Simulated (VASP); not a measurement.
Wanted: the native input for a VASP 6.6.1 run.

| Item | Value |
| --- | --- |
| Task | single point |
| Functional | r2SCAN |
| Potentials or basis | VASP PAW PBE potentials, release 64 (Pb_d, S) |
| Cutoff | 520 eV |
| k mesh | 3 × 3 × 3 |
| Occupations | gaussian, width 0.01 eV |
| Spin | no spin polarisation |
| Dipole correction | no |
| Further INCAR settings | ALGO = Normal; EDIFF = 1e-06; NBANDS = 17 |

PbS:

```
Pb S
1.0
     2.10051    1.21273    3.43019
    -2.10051    1.21273    3.43019
     0.00000   -2.42546    3.43019
Pb S
1 1
Direct
  0.97814 0.97814 0.97814
  0.47746 0.47746 0.47746
```

These files were run (other wordings do the same):

POSCAR

```
PbS
1.0
    2.1005109573      1.2127305666      3.4301898177
   -2.1005109573      1.2127305666      3.4301898177
    0.0000000000     -2.4254611333      3.4301898176
Pb S
1 1
Direct
    0.9781436759      0.9781436759      0.9781436759
    0.4774576541      0.4774576541      0.4774576541
```

INCAR.step1

```
SYSTEM = PbS
PREC = Accurate ; ENCUT = 520
ISMEAR = 0 ; SIGMA = 0.01
LREAL = .False. ; LASPH = .True.
NELM = 100 ; NBANDS = 17
GGA = PE ; ALGO = Normal
EDIFF = 1E-4 ; LWAVE = .True.
LCHARG = .False.
```

INCAR.step2

```
SYSTEM = PbS
PREC = Accurate ; ENCUT = 520
EDIFF = 1E-6 ; ISMEAR = 0
SIGMA = 0.01 ; LREAL = .False.
LASPH = .True. ; NELM = 100
ALGO = Normal ; ISIF = 2
LWAVE = .False. ; LCHARG = .True.
METAGGA = R2SCAN ; LMIXTAU = .True.
LELF = .True. ; LVHAR = .True.
NBANDS = 17 ; ISTART = 1
```

KPOINTS

```
Automatic mesh
0
Gamma
  3 3 3
  0 0 0
```

Potentials or basis: VASP PAW PBE potentials, release 64 (Pb_d, S).

Run with:

```sh
$ cat potpaw_PBE.64/Pb_d/POTCAR potpaw_PBE.64/S/POTCAR > POTCAR
$ cp INCAR.step1 INCAR
$ mpirun -np 1 vasp_std > vasp.out
$ cp INCAR.step2 INCAR
$ mpirun -np 1 vasp_std > vasp.out
```

It gave:

```json
{
  "Pressure": "0.1 GPa"
}
```

Caveat: the k points lie up to 0.61 Å⁻¹ apart; the PAW data sets were made with another functional, which shifts forces and pressure a little.

Wall time 17 s on 1 thread of AMD EPYC 9R45 96-Core Processor (Zen 5), with other jobs on the host, peak memory 0.15 GiB.
